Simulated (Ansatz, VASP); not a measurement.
## Two plane-wave programs on Ga

INCAR

```
  ALGO = Fast
  EDIFF = 1E-7
  ENCUT = 520
  GGA = CA
  ISIF = 2
  ISMEAR = 0
  LASPH = True
  LCHARG = False
  LREAL = False
  LWAVE = False
  NBANDS = 12
  NELM = 60
  PREC = Accurate
  SIGMA = 0.15
```

KPOINTS

```
k-points
0
Gamma
  26 26 26
```

Contents of POSCAR:

```
Ga
1.0
   -1.4232352670      1.4232352670      2.1691565197
    1.4232352670     -1.4232352670      2.1691565197
    1.4232352670      1.4232352670     -2.1691565197
Ga
1
Direct
    0.0000000000      0.0000000000      0.0000000000
```

Input for Ansatz:

```yaml
crystal:
  lattice:
    - [-1.423235267, 1.423235267, 2.1691565197]
    - [1.423235267, -1.423235267, 2.1691565197]
    - [1.423235267, 1.423235267, -2.1691565197]
  atoms:
    - { symbol: Ga, position: [0.0, 0.0, 0.0] }
basis:
  ecutwfc: 420
kpoints:
  mp_grid: { grid: [26, 26, 26] }
hamiltonian:
  xc: lda
scf:
  occupations: { method: gaussian, width: 0.15 }
output:
  forces: true
  stress: true
  eigenvalues: true
```

Alike in both runs: task single point; functional LDA; k mesh 26 × 26 × 26; occupations gaussian, width 0.15 eV; no spin polarisation.

```csv
,VASP,Ansatz
version,VASP 6.6.1,Ansatz 0.2.0
potentials or method,"VASP PAW LDA potentials, release 64 (Ga_d), cutoff 520 eV","scalar-relativistic, plane waves, PAW"
valence electrons in the cell,13,13
```

```csv
,VASP,Ansatz,Ansatz less VASP
gap on the k mesh at the Fermi level (eV),none,none,-
pressure (GPa),-1.6,-1.6,0.00
"traceless stress, the component that is largest in VASP (GPa)",0.39,0.41,+0.013
```

LDA's correlation is that of Perdew and Zunger in VASP and of Perdew and Wang (1992) in Ansatz. A gap of «none» marks a metal or a gap that the smearing closes.
